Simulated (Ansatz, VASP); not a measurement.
**BPd4 in VASP and in Ansatz**

INCAR

```
SYSTEM = BPd4
PREC = Accurate ; ENCUT = 600
EDIFF = 1E-6 ; ISMEAR = 0
SIGMA = 0.1 ; LREAL = .FALSE.
LASPH = .TRUE. ; NELM = 100
ALGO = Fast ; ISIF = 3
LWAVE = .FALSE. ; LCHARG = .FALSE.
GGA = PE ; IBRION = 2
NSW = 90 ; EDIFFG = -0.04
```

The input KPOINTS:

```
regular mesh
0
G
  4 4 6
  0 0 0
```

POSCAR

```
BPd4
1.0
    6.0843689677      0.0000000000      0.0000000000
    0.0000000000      6.0843689677      0.0000000000
    0.0000000000      0.0000000000      2.5341251371
B Pd
1 4
Direct
    0.5000000000      0.5000000000      0.0000000000
    0.2933165037      0.0000000000      0.5000000000
    0.7066834963      0.0000000000      0.5000000000
    0.0000000000      0.2933165037      0.5000000000
    0.0000000000      0.7066834963      0.5000000000
```

Input for Ansatz:

```yaml
crystal:
  lattice:
    - [6.0843689677, 0.0, 0.0]
    - [0.0, 6.0843689677, 0.0]
    - [0.0, 0.0, 2.5341251371]
  atoms:
    - { symbol: B, position: [0.5, 0.5, 0.0] }
    - { symbol: Pd, position: [0.2933165037, 0.0, 0.5] }
    - { symbol: Pd, position: [0.7066834963, 0.0, 0.5] }
    - { symbol: Pd, position: [0.0, 0.2933165037, 0.5] }
    - { symbol: Pd, position: [0.0, 0.7066834963, 0.5] }
basis:
  ecutwfc: 420
kpoints:
  mp_grid: { grid: [4, 4, 6] }
hamiltonian:
  xc: pbe
scf:
  occupations: { method: gaussian, width: 0.1 }
  lower_state_search: "off"
output:
  forces: true
  stress: true
  eigenvalues: true
relax:
  adjacent_minimum: "off"
  f_tol: 0.04
  max_steps: 70
  cell: { stress_tol: 0.4 }
```

Alike in both runs: task relaxation of cell and atoms; functional PBE; k mesh 4 × 4 × 6; occupations gaussian, width 0.1 eV; no spin polarisation.

|  | VASP | Ansatz |
| --- | --- | --- |
| version | VASP 6.6.1 | Ansatz 0.2.0 |
| potentials or method | VASP PAW PBE potentials, release 64 (B, Pd), cutoff 600 eV | scalar-relativistic, plane waves, PAW |
| valence electrons in the cell | 43 | 75 |

|  | VASP | Ansatz | Ansatz less VASP |
| --- | --- | --- | --- |
| gap on the k mesh at the Fermi level, each at its own relaxed structure (eV) | none | none | - |
| relaxed volume (Å³/atom) | 18.81 | 18.95 | +0.138 |
| relaxed cell length with the largest relative difference (Å) | 6.064 | 6.083 | +0.0184 |

A gap of «none» marks a metal or a gap that the smearing closes. VASP's potentials hold 43 valence electrons a cell and Ansatz's 75, so a difference there can come from the potentials and not from the codes.

The k mesh is coarse, so the values compare programs but aren't converged.
